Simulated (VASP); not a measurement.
Here is a VASP 6.6.1 calculation.

File INCAR:

```
SYSTEM = C18N
ALGO     = Normal         ! electronic algorithm
EDIFF    = 1E-7           ! SCF threshold, eV
ENCUT    = 520            ! plane-wave cutoff, eV
GGA      = PE             ! functional
ISIF     = 2              ! what is computed and relaxed
ISMEAR   = 0              ! smearing method
ISPIN    = 2              ! spin polarisation
LASPH    = .TRUE.         ! aspherical terms in the spheres
LCHARG   = .TRUE.         ! write CHGCAR
LELF     = .TRUE.         ! ELF
LORBIT   = 11             ! projections on sites
LREAL    = Auto         
LVHAR    = .TRUE.       
LWAVE    = .FALSE.        ! write WAVECAR
MAGMOM   = 0 0 0 0 0 0 0 0 0 0 0 0 0 0 0 0 0 0 0.28 ! initial moments
NBANDS   = 58             ! bands
NELM     = 150            ! most SCF steps
PREC     = Accurate       ! precision mode
SIGMA    = 0.05           ! smearing width, eV
```

Contents of KPOINTS:

```
k-points
0
G
  2 2 1
  0 0 0
```

Contents of POSCAR:

```
C18N
1.0
    7.3980000000      0.0000000000      0.0000000000
   -3.6990000000      6.4068560000      0.0000000000
    0.0000000000      0.0000000000     12.0000000000
C N
18 1
Direct
   -0.0038371316     -0.0043366044      0.0752914167
    0.2151672034      0.1021394893      0.0836946667
   -0.0038268398      0.3297220977      0.0753062500
    0.2151716582      0.4422443707      0.0837282500
   -0.0033272027      0.6629457569      0.0765215000
    0.2166810930      0.7729466684      0.0772960833
    0.3283587389     -0.0042900917      0.0811196667
    0.5524796627      0.1077876575      0.0813485000
    0.3208655103      0.3250305610      0.1098494167
    0.5592677623      0.4442319290      0.1106025000
    0.3283592455      0.6618628544      0.0811466667
    0.5524800890      0.7739061093      0.0813717500
    0.6641480795     -0.0033194128      0.0774969167
    0.8841089699      0.1066629248      0.0764440833
    0.6654642596      0.3273945910      0.0844340833
    0.8844425557      0.4399199857      0.0755794167
    0.6654595099      0.6672823613      0.0844625833
    0.8844325124      0.7737336378      0.0755849167
    0.4385251497      0.3837899588      0.2137206667
```

Potentials or basis: VASP PAW PBE potentials, release 64 (C, N).

Run with:

```bash
$ cat potpaw_PBE.64/C/POTCAR potpaw_PBE.64/N/POTCAR > POTCAR
$ mpirun -np 1 vasp_std > vasp.out
```

(1) Predict the site moments.

(2) What does it give for the net moment?

Answers

(1) C -0.00, +0.01, +0.00, -0.01 (each value once); N +0.36 μB.

(2) 0.50 μB per cell.

Caveat: the k points lie up to 0.49 Å⁻¹ apart; there is no dipole correction, which matters where the two faces differ.
